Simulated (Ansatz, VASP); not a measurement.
**One calculation of Cd2S, two programs**

```
Cd S
1.0
     3.96267    0.00000    0.00000
    -1.98134    3.43177    0.00000
     0.00000    0.00000    5.80919
Cd S
2 1
Direct
  0.33333 0.66667 0.93272
  0.66667 0.33333 0.57873
  0.33333 0.66667 0.36571
```

Alike in both runs: task single point; functional PBE-based screened hybrid with a share of 0.1 of exact exchange and HFSCREEN = 0.2; k mesh 4 × 4 × 3; occupations fermi-dirac, width 0.05 eV; no spin polarisation.

|  | VASP | Ansatz |
| --- | --- | --- |
| version | VASP 6.6.1 | Ansatz 0.2.0 |
| potentials or method | VASP PAW PBE potentials, release 64 (Cd, S) | Ansatz PAW |
| plane-wave cutoff (eV) | 520 | 420 |
| valence electrons in the cell | 30 | 46 |

```tsv
	VASP	Ansatz	Ansatz less VASP
gap on the k mesh at the Fermi level (eV)	1.00	1.00	+0.001
least direct gap on the mesh (eV)	1.62	1.61	-0.006
pressure (GPa)	-0.5	-0.8	-0.25
rms of the force components (eV/Å)	0.046	0.056	+0.0094
```

VASP's potentials were made for PBE, not for PBE-based screened hybrid. Atom by atom the forces differ by 0.009 eV/Å (rms over components). VASP's potentials hold 30 valence electrons a cell and Ansatz's 46, so a difference there can come from the potentials and not from the codes.

The k mesh is coarse, so the values compare programs but aren't converged. Noted on Ansatz's run: odd divisions of the mesh miss points on the zone boundary, where band edges often lie, so the gap on the mesh can be too wide.
